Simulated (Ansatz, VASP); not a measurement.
**Two plane-wave programs on Au**

Contents of INCAR:

```
SYSTEM = Au
PREC = Accurate ; ENCUT = 600
EDIFF = 1E-7 ; ISMEAR = -1
SIGMA = 0.05 ; LREAL = .False.
LASPH = .True. ; NELM = 80
ALGO = Normal ; ISIF = 3
LWAVE = .False. ; LCHARG = .False.
GGA = PE ; IVDW = 12
IBRION = 2 ; NSW = 60
EDIFFG = -0.01
```

The input KPOINTS:

```
regular mesh
0
Gamma
  10 10 10
  0 0 0
```

Contents of POSCAR:

```
Au
1.0
    2.7484100000      0.0000000000      0.0000000000
    0.0000000000      2.7484100000      0.0000000000
    0.0000000000      0.0000000000      2.7484100000
Au
1
Direct
    0.5000000000      0.5000000000      0.5000000000
```

File input.yaml:

```yaml
crystal:
  lattice:
    - [2.74841, 0.0, 0.0]
    - [0.0, 2.74841, 0.0]
    - [0.0, 0.0, 2.74841]
  atoms:
    - { symbol: Au, position: [0.5, 0.5, 0.5] }
hamiltonian:
  xc: pbe
  pseudopotentials: { kind: paw }
  dispersion: d3bj
kpoints:
  mp_grid: { grid: [10, 10, 10] }
scf:
  occupations: { method: fermi_dirac, width: 0.05 }
output:
  forces: true
  stress: true
  eigenvalues: true
relax:
  f_tol: 0.01
  max_steps: 40
  cell: { stress_tol: 0.05 }
```

Alike in both runs: task relaxation of cell and atoms; functional PBE; dispersion D3(BJ); k mesh 10 × 10 × 10; occupations fermi-dirac, width 0.05 eV; no spin polarisation.

```csv
,VASP,Ansatz
version,VASP 6.6.1,Ansatz 0.2.0
potentials or method,"VASP PAW PBE potentials, release 64 (Au)",Ansatz PAW
plane-wave cutoff (eV),600,420
valence electrons in the cell,11,19
```

Ansatz gave:

* gap on the k mesh at the Fermi level, each at its own relaxed structure (eV): none
* relaxed volume (Å³/atom): 19.99
* relaxed cell length with the largest relative difference (Å): 2.714

Task: Estimate VASP's values.

Result: gap on the k mesh at the Fermi level, each at its own relaxed structure (eV): none; relaxed volume (Å³/atom): 19.98; relaxed cell length with the largest relative difference (Å): 2.713.

A gap of «none» marks a metal or a gap that the smearing closes. VASP's potentials hold 11 valence electrons a cell and Ansatz's 19, so a difference there can come from the potentials and not from the codes.

Spin-orbit coupling is off throughout. Noted on Ansatz's run: the plane-wave basis is chosen anew once the cell has moved, so the energies of steps on either side of that aren't comparable.
